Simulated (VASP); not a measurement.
Crystal: BeTe3.

```
Be Te
1.0
     0.00000    3.73206    3.73206
     3.73206    0.00000    3.73206
     3.73206    3.73206    0.00000
Be Te
1 3
Direct
  0.00000 0.00000 0.00000
  0.25000 0.25000 0.25000
  0.75000 0.75000 0.75000
  0.50000 0.50000 0.50000
```

```yaml
Program: VASP 6.6.1
Task: relaxation of cell and atoms
Functional: PBE
Potentials_or_basis: VASP PAW PBE potentials, release 64 (Be, Te)
Cutoff: 600 eV
k_mesh: 12 × 12 × 12
Occupations: gaussian, width 0.1 eV
Spin: no spin polarisation
```

At the start: pressure -2.6 GPa; volume 25.99 Å³/atom.

Question: Where does the relaxation end?

Answer: Over 3 steps the energy falls by 11.7 meV/atom and the volume is 24.61 Å³/atom (-5.3 %); space group Fm-3m (No. 225, to 0.05 Å).

The path:
```
step  energy change (eV)  largest force (eV/Å)  pressure (GPa)  volume (Å³)
   1              0.0000                0.0000           -2.58       103.96
   2             -0.0463                0.0000            0.37        97.79
   3             -0.0470                0.0000            0.00        98.44
```

Final structure:
```yaml
crystal:
  lattice:
    - [0.00000, 3.66472, 3.66472]
    - [3.66472, 0.00000, 3.66472]
    - [3.66472, 3.66472, 0.00000]
  atoms:
    - { symbol: Be, position: [0.00000, 0.00000, 0.00000] }
    - { symbol: Te, position: [0.25000, 0.25000, 0.25000] }
    - { symbol: Te, position: [0.75000, 0.75000, 0.75000] }
    - { symbol: Te, position: [0.50000, 0.50000, 0.50000] }
```
